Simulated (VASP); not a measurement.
# HfC (Fm-3m) in VASP: further runs

The runs below take HfC through relaxation of cell and atoms, single point, with PBE.

Program: VASP 6.6.1. These are calculated values, not measurements. Logs are shortened: lines on timing, memory, paths and dates and some standing lists are left out, and cuts for length are marked.

**1. The cell of the first run**

Symmetry: Fm-3m, No. 225, cubic system. The conventional cell has a = 4.650 Å, b = 4.650 Å, c = 4.650 Å, α = 90.00°, β = 90.00°, γ = 90.00°. Within 3.1 Å of Hf (site symmetry m-3m) lie 6 C at 2.33 Å. Within 3.1 Å of C (site symmetry m-3m) lie 6 Hf at 2.33 Å.

**2. Relaxation of cell and atoms, PBE, target pressure 30 GPa, at which the enthalpy is minimised**

The input, INCAR:

```
PREC = Accurate
ENCUT = 600
EDIFF = 1E-6
ISMEAR = -1
SIGMA = 0.05
LREAL = False
LASPH = True
NELM = 80
ALGO = Normal
ISIF = 3
LWAVE = False
LCHARG = False
GGA = PE
IBRION = 2
NSW = 80
EDIFFG = -0.02
PSTRESS = 300.0
```

The input, KPOINTS:

```
regular mesh
0
Gamma
  10 10 10
```

The input, POSCAR:

```
HfC
1.0
    0.0000000000      2.3250000000      2.3250000000
    2.3250000000      0.0000000000      2.3250000000
    2.3250000000      2.3250000000      0.0000000000
Hf C
1 1
Direct
    0.5000000000      0.5000000000      0.5000000000
    0.0000000000      0.0000000000      0.0000000000
```

Potentials or basis: VASP PAW PBE potentials, release 64 (Hf_pv, C).

On the command line:

```
$ cat potpaw_PBE.64/Hf_pv/POTCAR potpaw_PBE.64/C/POTCAR > POTCAR
$ mpirun -np 1 vasp_std > vasp.out
```

OUTCAR:

```text
PREC = Accurate
   ENCUT = 600
   EDIFF = 1E-6
   ISMEAR = -1
   LREAL = False
   LASPH = True
   NELM = 80
   ISIF = 3
   GGA = PE
   IBRION = 2
   NSW = 80
   EDIFFG = -0.02
   PSTRESS = 300.0

 ion  position               nearest neighbor table
   1  0.500  0.500  0.500-   2 2.33   2 2.33   2 2.33   2 2.33   2 2.33   2 2.33
   2  0.000  0.000  0.000-   1 2.33   1 2.33   1 2.33   1 2.33   1 2.33   1 2.33

  LATTYP: Found a face centered cubic cell.
 ALAT       =     4.6500000000

  Lattice vectors:

 A1 = (   0.0000000000,   2.3250000000,   2.3250000000)
 A2 = (   2.3250000000,   0.0000000000,   2.3250000000)
 A3 = (   2.3250000000,   2.3250000000,   0.0000000000)

Analysis of symmetry for initial positions (statically):
=====================================================================
 Subroutine PRICEL returns:
 Original cell was already a primitive cell.

 Routine SETGRP: Setting up the symmetry group for a
 face centered cubic supercell.

 Subroutine GETGRP returns: Found 48 space group operations
 (whereof 48 operations were pure point group operations)
 out of a pool of 48 trial point group operations.

The static configuration has the point symmetry O_h .

Analysis of symmetry for dynamics (positions and initial velocities):
=====================================================================
 Subroutine PRICEL returns:
 Original cell was already a primitive cell.

 Routine SETGRP: Setting up the symmetry group for a
 face centered cubic supercell.

 Subroutine GETGRP returns: Found 48 space group operations
 (whereof 48 operations were pure point group operations)
 out of a pool of 48 trial point group operations.

The dynamic configuration has the point symmetry O_h .

 Subroutine INISYM returns: Found 48 space group operations
 (whereof 48 operations are pure point group operations),
 and found     1 'primitive' translations

----------------------------------------------------------------------------------------

                                     Primitive cell

  volume of cell :      25.1362

  direct lattice vectors                    reciprocal lattice vectors
     0.000000000  2.325000000  2.325000000    -0.215053763  0.215053763  0.215053763
     2.325000000  0.000000000  2.325000000     0.215053763 -0.215053763  0.215053763
     2.325000000  2.325000000  0.000000000     0.215053763  0.215053763 -0.215053763

  length of vectors
     3.288046533  3.288046533  3.288046533     0.372484045  0.372484045  0.372484045

  position of ions in fractional coordinates (direct lattice)
     0.500000000  0.500000000  0.500000000
     0.000000000  0.000000000  0.000000000

  ion indices of the primitive-cell ions
   primitive index   ion index
                 1           1
                 2           2

----------------------------------------------------------------------------------------

 KPOINTS: regular mesh

Automatic generation of k-mesh.
 Grid dimensions read from file:
 generate k-points for:   10   10   10

 Generating k-lattice:

  Cartesian coordinates                     Fractional coordinates (reciprocal lattice)
    -0.021505376  0.021505376  0.021505376     0.100000000  0.000000000  0.000000000
     0.021505376 -0.021505376  0.021505376     0.000000000  0.100000000  0.000000000
     0.021505376  0.021505376 -0.021505376     0.000000000  0.000000000  0.100000000

  Length of vectors
     0.037248404  0.037248404  0.037248404

  Shift w.r.t. Gamma in fractional coordinates (k-lattice)
     0.000000000  0.000000000  0.000000000

 Subroutine IBZKPT returns following result:
 ===========================================

 Found     47 irreducible k-points:

 Following reciprocal coordinates:
            Coordinates               Weight
  0.000000  0.000000  0.000000      1.000000
  0.100000  0.000000  0.000000      8.000000
  0.200000  0.000000  0.000000      8.000000
  0.300000  0.000000  0.000000      8.000000
  0.400000  0.000000  0.000000      8.000000
  0.500000  0.000000  0.000000      4.000000
[... 16 lines left out ...]
  0.300000  0.300000  0.000000      6.000000
  0.400000  0.300000  0.000000     24.000000
 [... further k-points ...]
   k-points           NKPTS =     47   k-points in BZ     NKDIM =     47   number of bands    NBANDS=     11
   number of dos      NEDOS =    301   number of ions     NIONS =      2
   total plane-waves  NPLWV =  21952
   dimension x,y,z NGX =    28 NGY =   28 NGZ =   28
   dimension x,y,z NGXF=    56 NGYF=   56 NGZF=   56
   ions per type =               1   1
   NGX,Y,Z   is equivalent  to a cutoff of  14.16, 14.16, 14.16 a.u.
   NGXF,Y,Z  is equivalent  to a cutoff of  28.31, 28.31, 28.31 a.u.
 SYSTEM =  unknown system
   PREC   = accura    normal or accurate (medium, high low for compatibility)
   ISTART =      0    job   : 0-new  1-cont  2-samecut
   ICHARG =      2    charge: 1-file 2-atom 10-const
   ISPIN  =      1    spin polarized calculation?
   LNONCOLLINEAR =      F non collinear calculations
   LSORBIT =      F    spin-orbit coupling
   LASPH  =      T    aspherical Exc in radial PAW
   ENCUT  =  600.0 eV  44.10 Ry    6.64 a.u.   6.57  6.57  6.57*2*pi/ulx,y,z
   NELM   =     80;   NELMIN=  2; NELMDL= -5     # of ELM steps
   EDIFF  = 0.1E-05   stopping-criterion for ELM
   LREAL  =      F    real-space projection
   EDIFFG = -.2E-01   stopping-criterion for IOM
   NSW    =     80    number of steps for IOM
   IBRION =      2    ionic relax: 0-MD 1-quasi-New 2-CG
   NFREE  =      1    steps in history (QN), initial steepest desc. (CG)
   ISIF   =      3    stress and relaxation
   ISYM   =      2    0-nonsym 1-usesym 2-fastsym
   POTIM  = 0.5000    time-step for ionic-motion
   TEBEG  =    0.0;   TEEND  =   0.0 temperature during run
   PSTRESS=  300.0 pullay stress
   NELECT =      14.0000    total number of electrons
   NUPDOWN=      -1.0000    fix difference up-down
   EMIN   =  10.00;   EMAX   =-10.00  energy-range for DOS
   EFERMI =   0.00;   METHOD = LEGACY
   ISMEAR =    -1;   SIGMA  =   0.05  broadening in eV -4-tet -1-fermi 0-gaus
   EFERMI_NEDOS =   21; number of points for ismear=-14 and -15
   IALGO  =     38    algorithm
   IMIX   =      4    mixing-type and parameters
     AMIX     =   0.40;   BMIX     =  1.00
     AMIX_MAG =   1.60;   BMIX_MAG =  1.00
  volume/ion in A,a.u.               =      12.57        84.81
  Fermi-wavevector in a.u.,A,eV,Ry     =   1.346949  2.545365 24.684672  1.814272
  Thomas-Fermi vector in A             =   2.474740
   LORBIT       =      0    0 simple, 1 ext, 2 COOP (PROOUT), +10 PAW based schemes
   GGA     = PE    functional components
   LHFCALC =     F    Hartree Fock is set to
   AEXX    =    0.0000 exact exchange contribution
   IVDW    =     0    specifies the selected vdW correction
   LEPSILON=     F    determine dielectric tensor
   LRPA    =     F    only Hartree local field effects (RPA)
 conjugate gradient relaxation of ions
 non-spin polarized calculation
  energy-cutoff  :      600.00
  volume of cell :       25.14
 maximum number of plane-waves:       869
 NGX is ok and might be reduce to    28
   NGX = 13   NGY = 13   NGZ = 13

--------------------------------------- Ionic step        1  -------------------------------------------

 number of electron      14.0000000 magnetization

 Free energy of the ion-electron system (eV)
  ---------------------------------------------------
  ext. energy  EPLUGINS =         0.00000000
  ---------------------------------------------------
  free energy    TOTEN  =       -21.04541827 eV

  energy without entropy =      -21.04261788  energy(sigma->0) =      -21.04401808

------------------------ aborting loop because EDIFF is reached ----------------------------------------

  FORCE on cell =-STRESS in cart. coord.  units (eV):
  Direction    XX          YY          ZZ          XY          YZ          ZX
  --------------------------------------------------------------------------------------
  -------------------------------------------------------------------------------------
  Total       -0.0785381     -0.0785381     -0.0785381      0.0000000      0.0000000     -0.0000000
  in kB       -5.0060115     -5.0060115     -5.0060115      0.0000000      0.0000000     -0.0000000
  external PRESSURE =    -305.0060115 kB  Pullay stress =     300.0000000 kB
[... 137 lines left out ...]
  enthalpy is  TOTEN    =       -16.5954358481 eV   P V=        4.2508825448

--------------------------------------- Ionic step        5  -------------------------------------------

 number of electron      14.0000002 magnetization

 Free energy of the ion-electron system (eV)
  ---------------------------------------------------
  ext. energy  EPLUGINS =         0.00000000
  ---------------------------------------------------
  free energy    TOTEN  =       -20.83632914 eV

  energy without entropy =      -20.83394055  energy(sigma->0) =      -20.83513484

 E-fermi :   6.7957     XC(G=0): -12.8095

 val. band max:        6.7368334033   @ k =   0.1000   0.0000   0.0000
 cond. band min:       6.8119816025   @ k =   0.5000   0.5000   0.0000
 fundamental gap:      0.0751481992
 Fermi energy:         6.7956561619

 k-point     1 :       0.0000    0.0000    0.0000
  band No.  band energies     occupation
      1     -22.2784      2.00000
      2     -22.2784      2.00000
      3     -22.2784      2.00000
      4      -6.0542      2.00000
      5       7.8378      0.00000
      6       7.8378      0.00000
      7       7.8378      0.00000
      8       8.1928      0.00000
      9       8.1928      0.00000
     10       8.1928      0.00000
     11      10.5005      0.00000
[... 309 lines left out ...]
 k-point    24 :       0.4000    0.3000    0.0000
  band No.  band energies     occupation
      1     -23.0010      2.00000
      2     -22.5662      2.00000
      3     -22.5352      2.00000
      4      -3.7870      2.00000
      5       2.9154      2.00000
      6       4.7436      2.00000
      7       6.0619      2.00000
      8       6.9941      0.03706
      9      12.7802      0.00000
     10      13.9587      0.00000
     11      14.0876      0.00000

 [... further k-points ...]
[... 5 lines left out ...]
  --------------------------------------------------------------------------------------
  -------------------------------------------------------------------------------------
  Total        4.2442464      4.2442464      4.2442464      0.0000000      0.0000000      0.0000000
  in kB      300.2476943    300.2476943    300.2476943      0.0000000      0.0000000      0.0000000
  external PRESSURE =       0.2476943 kB  Pullay stress =     300.0000000 kB
[... 17 lines left out ...]
  FREE ENERGIE OF THE ION-ELECTRON SYSTEM (eV)
  ---------------------------------------------------
  free  energy   TOTEN  =       -20.8363291367 eV

  energy  without entropy=      -20.8339405517  energy(sigma->0) =      -20.83513484

  enthalpy is  TOTEN    =       -16.5955840886 eV   P V=        4.2407450481

 reached required accuracy - stopping structural energy minimisation
```

Wall time 28 s (1 thread of Intel Xeon 6975P-C (Granite Rapids), shared host); peak memory 0.17 GiB.

What came out:

```yaml
Free_energy: -20.8363 eV
Relaxed_volume: 11.32 Å³/atom
Relaxed_cell: a = 3.176 Å, b = 3.176 Å, c = 3.176 Å, α = 60.00°, β = 60.00°, γ = 60.00°
Space_group_after_relaxing_to_0.05_Å: Fm-3m (No. 225)
Energy_change_on_relaxing_the_enthalpy_is_what_falls: +104.5 meV/atom
Ionic_steps: 5
Pressure_after_relaxing: 30.0 GPa
Band_gap_on_the_k_mesh: zero (band 7 reaches 7.84 eV, above the bottom of band 8 at 6.40 eV)
```

The path:
```
step  energy change (eV)  largest force (eV/Å)  pressure (GPa)  volume (Å³)
   1              0.0000                0.0000           -0.50        25.14
   2              3.2046                0.0000          181.12        17.40
   3              0.1676                0.0000           26.40        22.88
   4              0.1991                0.0000           29.16        22.70
   5              0.2091                0.0000           30.02        22.65
```

Final structure:
```
Hf C
1.0
     0.00000    2.24561    2.24561
     2.24561    0.00000    2.24561
     2.24561    2.24561    0.00000
Hf C
1 1
Direct
  0.50000 0.50000 0.50000
  0.00000 0.00000 0.00000
```

Levels at points of the mesh, in eV from the Fermi level:
| k point | band 3 | band 4 | band 5 | band 6 | band 7 | band 8 | band 9 | band 10 | band 11 |
| --- | --- | --- | --- | --- | --- | --- | --- | --- | --- |
| (0.00, 0.00, 0.00) | -29.07 | -12.85 | 1.04 | 1.04 | 1.04 | 1.40 | 1.40 | 1.40 | 3.70 |
| (0.50, 0.00, 0.00) | -29.17 | -8.44 | -6.64 | -3.38 | -3.38 | 5.93 | 5.93 | 6.46 | 7.08 |
| (0.50, 0.50, 0.00) | -29.41 | -10.92 | -2.44 | -2.17 | 0.02 | 0.02 | 5.93 | 7.60 | 7.60 |

Caveat: the cell is relaxed towards a set pressure, so the enthalpy falls and the energy may rise; spin-orbit coupling is left out, which moves the levels of the heavy elements.

**3. Single point, PBE, non-collinear spin, zero start, spin-orbit coupling**

The input, INCAR:

```
SYSTEM = HfC
ALGO     = Normal         ! electronic algorithm
EDIFF    = 1E-6           ! SCF threshold, eV
ENCUT    = 520            ! plane-wave cutoff, eV
GGA      = PE             ! functional
GGA_COMPAT= .FALSE.      
ISIF     = 2              ! what is computed and relaxed
ISMEAR   = -1             ! smearing method
LASPH    = .TRUE.         ! aspherical terms in the spheres
LCHARG   = .FALSE.        ! write CHGCAR
LMAXMIX  = 4              ! l up to which the mixer works
LNONCOLLINEAR= .TRUE.         ! non-collinear magnetism
LORBIT   = 11             ! projections on sites
LORBMOM  = .TRUE.       
LREAL    = .FALSE.        ! projectors in reciprocal space
LSORBIT  = .TRUE.         ! spin-orbit coupling
LWAVE    = .FALSE.        ! write WAVECAR
MAGMOM   = 0 0 0 0 0 0    ! initial moments
NBANDS   = 26             ! bands
NELM     = 150            ! most SCF steps
PREC     = Accurate       ! precision mode
SIGMA    = 0.05           ! smearing width, eV
```

The input, KPOINTS:

```
k-points
0
G
  7 7 7
  0 0 0
```

POSCAR is that of step 2.

Potentials or basis: VASP PAW PBE potentials, release 64 (Hf_pv, C).

On the command line:

```
$ cat potpaw_PBE.64/Hf_pv/POTCAR potpaw_PBE.64/C/POTCAR > POTCAR
$ mpirun -np 1 vasp_ncl > vasp.out
```

Wall time 11 s (1 thread of Intel Xeon 6975P-C (Granite Rapids), shared host); peak memory 0.2 GiB.

The run converged. Its results:

```
Free energy                                           : -21.6964 eV
Pressure                                              : -0.6 GPa
Net moment                                            : 0.00 μB per cell
Valence electrons inside the program's atomic spheres : Hf 8.65; C 2.39
```

Moments on the atoms (μB; x, y, z):
```
Hf  0.00 0.00 0.00
C   0.00 0.00 0.00
```

**4. Single point, PBE, non-collinear spin, zero start, spin-orbit coupling**

The input, INCAR:

```
SYSTEM = HfC
ALGO = Normal
EDIFF = 1E-6
ENCUT = 520
GGA = PE
GGA_COMPAT = .False.
ISIF = 2
ISMEAR = -1
LASPH = .True.
LCHARG = .False.
LMAXMIX = 4
LORBIT = 11
LORBMOM = .True.
LREAL = .False.
LSORBIT = .True.
LWAVE = .False.
MAGMOM = 0 0 0 0 0 0
NBANDS = 26
NELM = 150
PREC = Accurate
SIGMA = 0.05
```

The input, KPOINTS:

```
k-points
0
Gamma
  7 7 7
  0 0 0
```

The input, POSCAR:

```
HfC
1.0
    0.0000000000      2.3238684910      2.3238684910
    2.3238684910      0.0000000000      2.3238684910
    2.3238684910      2.3238684910      0.0000000000
Hf C
1 1
Direct
    0.5000000000      0.5000000000      0.5000000000
    0.0000000000      0.0000000000      0.0000000000
```

On the command line:

```
$ cat potpaw_PBE.64/Hf_pv/POTCAR potpaw_PBE.64/C/POTCAR > POTCAR
$ mpirun -np 1 vasp_ncl > vasp.out
```

It took 11 s on 1 thread of Intel Xeon 6975P-C (Granite Rapids), shared host; peak memory 0.2 GiB.

It converged, with:

- Free energy: -21.6965 eV
- Pressure: -0.2 GPa
- Net moment: 0.00 μB per cell
- Valence electrons inside the program's atomic spheres: Hf 8.65; C 2.39

Moments on the atoms (μB; x, y, z):
```
Hf  0.00 0.00 0.00
C   0.00 0.00 0.00
```

**5. Summary**

```csv
task,spin,cell,k mesh,cutoff (eV),pressure (GPa),moment (μB)
relaxation of cell and atoms,off,"relaxed to 30 GPa from a = 3.288 Å, angles 60.0°, 2 atoms",10 × 10 × 10,600,30.0,-
single point,"non-collinear, zero start, SOC","a = 3.288 Å, angles 60.0°, 2 atoms",7 × 7 × 7,520,-0.6,0.00
single point,"non-collinear, zero start, SOC","a = 3.286 Å, angles 60.0°, 2 atoms",7 × 7 × 7,520,-0.2,0.00
```

Alike in all rows: level PBE; potentials or basis VASP PAW PBE potentials, release 64 (Hf_pv, C); smearing fermi-dirac 0.05 eV.

Caveats: the cell is relaxed towards a set pressure, so the enthalpy falls and the energy may rise (some runs); spin-orbit coupling is left out, which moves the levels of the heavy elements (some runs).

Total energies depend on the potentials used, so only differences within one code and one set of settings carry meaning.
